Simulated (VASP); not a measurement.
Here is a VASP 6.6.1 calculation.

Contents of INCAR:

```
SYSTEM = Al2InAs3
  PREC = Accurate
  ENCUT = 520
  EDIFF = 1E-7
  ISMEAR = -1
  SIGMA = 0.02
  LREAL = .False.
  LASPH = .True.
  NELM = 60
  ALGO = Normal
  ISIF = 2
  LWAVE = .False.
  LCHARG = .False.
  GGA = PE
  NBANDS = 26
```

Contents of KPOINTS:

```
Automatic mesh
0
Gamma
  8 8 8
  0 0 0
```

POSCAR

```
Al2InAs3
1.0
   -2.0534889715      6.1635004519      2.9100849535
    2.0534889715     -6.1635004519      2.9100849535
    2.0534889715      6.1635004519     -2.9100849535
Al As In
2 3 1
Direct
    0.6687869419      0.9999501093      0.6688368327
    0.3311132766     -0.0000498907      0.3311631673
    0.4384200729      0.2632072993      0.1752127735
    0.0879945258      0.2632072993      0.8247872265
    0.7225999364      0.2225999364      0.5000000000
    0.0010852465      0.0010852465      0.0000000000
```

Potentials or basis: VASP PAW PBE potentials, release 64 (Al, As, In_d).

The run is started by

```console
$ cat potpaw_PBE.64/Al/POTCAR potpaw_PBE.64/As/POTCAR potpaw_PBE.64/In_d/POTCAR > POTCAR
$ mpirun -np 1 vasp_std > vasp.out
```

Q: Estimate the pressure.

A: 2.1 GPa.

Q: Estimate the largest force.

A: 0.047 eV/Å.

Q: What does it give for the band gap on the k mesh?

A: 1.08 eV, direct.

Forces in eV/Å, atoms in the order of the input:
```
Al   0.000  0.003 -0.012
Al   0.000 -0.003 -0.012
As   0.000  0.018  0.027
As   0.000 -0.018  0.027
As   0.000  0.000 -0.047
In   0.000  0.000  0.018
```

Caveat: spin-orbit coupling is left out, which moves the levels of the heavy elements. A k mesh can miss the band edges.
